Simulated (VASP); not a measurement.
# Al2Au (Fm-3m) in VASP: a series of runs, part 2 of 2

VASP 6.6.1. The steps go on from the part before.

## 4. Relaxation of cell and atoms, LDA

Input file INCAR:

```
PREC     = Accurate       # precision mode
ENCUT    = 600            # plane-wave cutoff, eV
EDIFF    = 1E-6           # SCF threshold, eV
ISMEAR   = 0              # smearing method
SIGMA    = 0.1            # smearing width, eV
LREAL    = False          # projectors in reciprocal space
LASPH    = True           # aspherical terms in the spheres
NELM     = 60             # most SCF steps
ALGO     = Fast           # electronic algorithm
ISIF     = 3              # what is computed and relaxed
LWAVE    = False          # write WAVECAR
LCHARG   = False          # write CHGCAR
GGA      = CA             # functional
IBRION   = 2              # ionic algorithm
NSW      = 100            # ionic steps
EDIFFG   = -0.002         # ionic threshold
```

Input file KPOINTS:

```
regular mesh
0
Gamma
  12 12 12
```

Input file POSCAR:

```
Al2Au
1.0
    0.0000000000      3.0023346600      3.0023346600
    3.0023346600      0.0000000000      3.0023346600
    3.0023346600      3.0023346600      0.0000000000
Al Au
2 1
Direct
    0.2500000000      0.2500000000      0.2500000000
    0.7500000000      0.7500000000      0.7500000000
    0.0000000000      0.0000000000      0.0000000000
```

Potentials or basis: VASP PAW LDA potentials, release 64 (Al, Au).

The run is started by

```
$ cat potpaw_LDA.64/Al/POTCAR potpaw_LDA.64/Au/POTCAR > POTCAR
$ mpirun -np 1 vasp_std > vasp.out
```

OUTCAR:

```text
PREC = Accurate
   ENCUT = 600
   EDIFF = 1E-6
   ISMEAR = 0
   LREAL = False
   LASPH = True
   NELM = 60
   ISIF = 3
   GGA = CA
   IBRION = 2
   NSW = 100
   EDIFFG = -0.002

 ion  position               nearest neighbor table
   1  0.250  0.250  0.250-   3 2.60   3 2.60   3 2.60   3 2.60   2 3.00   2 3.00   2 3.00   2 3.00
                             2 3.00   2 3.00
   2  0.750  0.750  0.750-   3 2.60   3 2.60   3 2.60   3 2.60   1 3.00   1 3.00   1 3.00   1 3.00
                             1 3.00   1 3.00
   3  0.000  0.000  0.000-   2 2.60   2 2.60   2 2.60   1 2.60   2 2.60   1 2.60   1 2.60   1 2.60

  LATTYP: Found a face centered cubic cell.
 ALAT       =     6.0046693200

  Lattice vectors:

 A1 = (   0.0000000000,   3.0023346600,   3.0023346600)
 A2 = (   3.0023346600,   0.0000000000,   3.0023346600)
 A3 = (   3.0023346600,   3.0023346600,   0.0000000000)

Analysis of symmetry for initial positions (statically):
=====================================================================
 Subroutine PRICEL returns:
 Original cell was already a primitive cell.

 Routine SETGRP: Setting up the symmetry group for a
 face centered cubic supercell.

 Subroutine GETGRP returns: Found 48 space group operations
 (whereof 48 operations were pure point group operations)
 out of a pool of 48 trial point group operations.

The static configuration has the point symmetry O_h .

Analysis of symmetry for dynamics (positions and initial velocities):
=====================================================================
 Subroutine PRICEL returns:
 Original cell was already a primitive cell.

 Routine SETGRP: Setting up the symmetry group for a
 face centered cubic supercell.

 Subroutine GETGRP returns: Found 48 space group operations
 (whereof 48 operations were pure point group operations)
 out of a pool of 48 trial point group operations.

The dynamic configuration has the point symmetry O_h .

 Subroutine INISYM returns: Found 48 space group operations
[... 135 lines left out ...]
  volume of cell :       54.13
 maximum number of plane-waves:      1828
 NGX is ok and might be reduce to    36
   NGX = 17   NGY = 17   NGZ = 17

--------------------------------------- Ionic step        1  -------------------------------------------

 number of electron      17.0000001 magnetization

 Free energy of the ion-electron system (eV)
  ---------------------------------------------------
  ext. energy  EPLUGINS =         0.00000000
  ---------------------------------------------------
  free energy    TOTEN  =       -14.28172063 eV

  energy without entropy =      -14.27699960  energy(sigma->0) =      -14.27936011

------------------------ aborting loop because EDIFF is reached ----------------------------------------

  FORCE on cell =-STRESS in cart. coord.  units (eV):
  Direction    XX          YY          ZZ          XY          YZ          ZX
  --------------------------------------------------------------------------------------
  -------------------------------------------------------------------------------------
  Total       -0.8663909     -0.8663909     -0.8663909      0.0000000      0.0000000      0.0000000
  in kB      -25.6458547    -25.6458547    -25.6458547      0.0000000      0.0000000      0.0000000
  external PRESSURE =     -25.6458547 kB  Pullay stress =       0.0000000 kB
[... 172 lines left out ...]
--------------------------------------- Ionic step        6  -------------------------------------------

 number of electron      17.0000002 magnetization

 Free energy of the ion-electron system (eV)
  ---------------------------------------------------
  ext. energy  EPLUGINS =         0.00000000
  ---------------------------------------------------
  free energy    TOTEN  =       -14.29147962 eV

  energy without entropy =      -14.28671155  energy(sigma->0) =      -14.28909558

 E-fermi :   7.8385     XC(G=0): -10.8023

 val. band max:        7.8272182441   @ k =   0.2500   0.1667   0.0833
 cond. band min:       7.8637704736   @ k =  -0.2500   0.0833   0.0000
 fundamental gap:      0.0365522294
 Fermi energy:         7.8384978870

 k-point     1 :       0.0000    0.0000    0.0000
  band No.  band energies     occupation
      1      -2.8620      2.00000
      2       1.0909      2.00000
      3       1.0909      2.00000
      4       1.0909      2.00000
      5       2.0788      2.00000
      6       2.0788      2.00000
      7      10.0841      0.00000
      8      10.7846      0.00000
      9      10.7846      0.00000
     10      10.7846      0.00000
     11      11.8323      0.00000
     12      11.8323      0.00000
[... 331 lines left out ...]
 k-point    24 :      -0.4167    0.1667    0.0000
  band No.  band energies     occupation
      1      -0.5083      2.00000
      2       0.9294      2.00000
      3       1.4731      2.00000
      4       1.4792      2.00000
      5       2.1375      2.00000
      6       2.1416      2.00000
      7       2.7421      2.00000
      8       6.3026      2.00000
      9       7.6922      1.96146
     10      10.3110      0.00000
     11      12.4080      0.00000
     12      12.6936      0.00000

 [... further k-points ...]
[... 5 lines left out ...]
  --------------------------------------------------------------------------------------
  -------------------------------------------------------------------------------------
  Total       -0.0030229     -0.0030229     -0.0030229     -0.0000000     -0.0000000      0.0000000
  in kB       -0.0914951     -0.0914951     -0.0914951     -0.0000000     -0.0000000      0.0000000
  external PRESSURE =      -0.0914951 kB  Pullay stress =       0.0000000 kB
[... 18 lines left out ...]
  FREE ENERGIE OF THE ION-ELECTRON SYSTEM (eV)
  ---------------------------------------------------
  free  energy   TOTEN  =       -14.2914796174 eV

  energy  without entropy=      -14.2867115478  energy(sigma->0) =      -14.28909558

 reached required accuracy - stopping structural energy minimisation
```

OSZICAR:

```text
N       E                     dE             d eps       ncg     rms          rms(c)
DAV:   1     0.684739530613E+02    0.68474E+02   -0.78184E+03  1728   0.133E+03
DAV:   2    -0.131797610006E+02   -0.81654E+02   -0.75218E+02  1964   0.218E+02
DAV:   3    -0.155977273523E+02   -0.24180E+01   -0.23578E+01  2200   0.360E+01
DAV:   4    -0.156169236212E+02   -0.19196E-01   -0.19185E-01  2028   0.375E+00
[... 43 lines left out ...]
RMM:   4    -0.142914782971E+02    0.62685E-06   -0.31739E-06  1313   0.127E-02
   5 F= -.14291478E+02 E0= -.14289094E+02  d E =-.162807E-05
       N       E                     dE             d eps       ncg     rms          rms(c)
DAV:   1    -0.142914867292E+02   -0.78053E-05   -0.10638E-04  1992   0.118E-01    0.184E-02
RMM:   2    -0.142914797134E+02    0.70157E-05   -0.27182E-05  1723   0.440E-02    0.439E-03
RMM:   3    -0.142914796174E+02    0.96093E-07   -0.11035E-06   928   0.814E-03
   6 F= -.14291480E+02 E0= -.14289096E+02  d E =-.294834E-05
```

CONTCAR:

```text
Al2Au
   1.00000000000000
     0.0000000000000000    2.9801414716293815    2.9801414716293815
     2.9801414716293815   -0.0000000000000000    2.9801414716293815
     2.9801414716293815    2.9801414716293815   -0.0000000000000000
  Al              Au
     2     1
Direct
     0.2500000000000000    0.2500000000000000    0.2500000000000000
     0.7500000000000000    0.7500000000000000    0.7500000000000000
     0.0000000000000000    0.0000000000000000    1.0000000000000000

  0.00000000E+00  0.00000000E+00  0.00000000E+00
  0.00000000E+00  0.00000000E+00  0.00000000E+00
  0.00000000E+00  0.00000000E+00  0.00000000E+00
```

Wall time 3 min (1 thread of Intel Xeon Platinum 8488C (Sapphire Rapids), shared host); peak memory 0.23 GiB.

Results:

```yaml
Free_energy: -14.2915 eV
Relaxed_volume: 17.64 Å³/atom
Relaxed_cell: a = 4.215 Å, b = 4.215 Å, c = 4.215 Å, α = 60.00°, β = 60.00°, γ = 60.00°
Space_group_after_relaxing_to_0.1_Å: Fm-3m (No. 225)
Energy_gained_by_relaxing: 3.3 meV/atom
Ionic_steps: 6
Pressure_after_relaxing: 0.0 GPa
Band_gap_on_the_k_mesh: zero (an odd number of electrons rules out a gap without spin polarisation)
```

Step by step:
```tsv
step	energy change (eV)	largest force (eV/Å)	pressure (GPa)	volume (Å³)
1	0.0000	0.0000	-2.56	54.13
2	-0.0018	0.0000	2.52	51.90
3	-0.0098	0.0000	-0.02	52.93
4	-0.0098	0.0000	0.05	52.91
5	-0.0098	0.0000	-0.02	52.95
6	-0.0098	0.0000	-0.01	52.93
```

Final structure:
```cif
data_structure
_symmetry_space_group_name_H-M 'P 1'
_symmetry_Int_Tables_number 1
_cell_length_a 4.2146
_cell_length_b 4.2146
_cell_length_c 4.2146
_cell_angle_alpha 60.000
_cell_angle_beta 60.000
_cell_angle_gamma 60.000
_cell_volume 52.93
loop_
_atom_site_label
_atom_site_type_symbol
_atom_site_fract_x
_atom_site_fract_y
_atom_site_fract_z
_atom_site_occupancy
Al1 Al 0.25000 0.25000 0.25000 1
Al2 Al 0.75000 0.75000 0.75000 1
Au1 Au 0.00000 0.00000 0.00000 1
```

Caveat: spin-orbit coupling is left out, which moves the levels of the heavy elements.

## 5. The runs side by side

```csv
task,cell,k mesh,cutoff (eV),gap on the mesh (eV),pressure (GPa)
single point,"a = 4.246 Å, angles 60.0°, 3 atoms",6 × 6 × 6,520,none,-2.6
single point,"a = 4.211 Å, angles 60.0°, 3 atoms",12 × 12 × 12,520,none,0.3
relaxation of cell and atoms,"relaxed from a = 4.246 Å, angles 60.0°, 3 atoms",12 × 12 × 12,600,none,0.0
```

Alike in all rows: level LDA; potentials or basis VASP PAW LDA potentials, release 64 (Al, Au); no spin polarisation; smearing gaussian 0.1 eV.

Caveats: spin-orbit coupling is left out, which moves the levels of the heavy elements.

Total energies depend on the potentials used, so only differences within one code and one set of settings carry meaning.
